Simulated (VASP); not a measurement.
Input of a VASP 6.6.1 run:

Contents of INCAR:

```
  ALGO = Normal
  EDIFF = 1E-8
  ENCUT = 520
  GGA = PE
  ISIF = 2
  ISMEAR = -1
  LASPH = True
  LCHARG = False
  LEFG = True
  LREAL = False
  LWAVE = False
  NBANDS = 35
  NELM = 60
  PREC = Accurate
  SIGMA = 0.03
```

The input KPOINTS:

```
k-points
0
Gamma
  6 6 10
```

File POSCAR:

```
MoS2
1.0
    5.8347908103      0.0000000000      0.0000000000
    0.0000000000      5.8347908103      0.0000000000
    0.0000000000      0.0000000000      3.2104636656
Mo S
2 4
Direct
    0.0000000000      0.0000000000      0.0000000000
    0.5000000000      0.5000000000      0.5000000000
    0.2870085415      0.2870085415      0.0000000000
    0.7129914585      0.7129914585      0.0000000000
    0.7870085415      0.2129914585      0.5000000000
    0.2129914585      0.7870085415      0.5000000000
```

Potentials or basis: VASP PAW PBE potentials, release 64 (Mo_sv, S).

Run with:

```console
$ cat potpaw_PBE.64/Mo_sv/POTCAR potpaw_PBE.64/S/POTCAR > POTCAR
$ mpirun -np 1 vasp_std > vasp.out
```

Question: What does it give for the pressure?

Answer: 2.8 GPa.

Question: Predict the band gap on the k mesh.

Answer: Zero (bands 26 and 27 overlap by 1.05 eV).

Question: Estimate the largest force.

Answer: 0.096 eV/Å.

Forces on the atoms (eV/Å):
```
Mo   0.000  0.000  0.000
Mo   0.000  0.000  0.000
S   -0.068 -0.068  0.000
S    0.068  0.068  0.000
S   -0.068  0.068  0.000
S    0.068 -0.068  0.000
```

Caveat: without QUAD_EFG the Cq values of the log hold for a quadrupole moment of 1 mb, not for the nuclei.
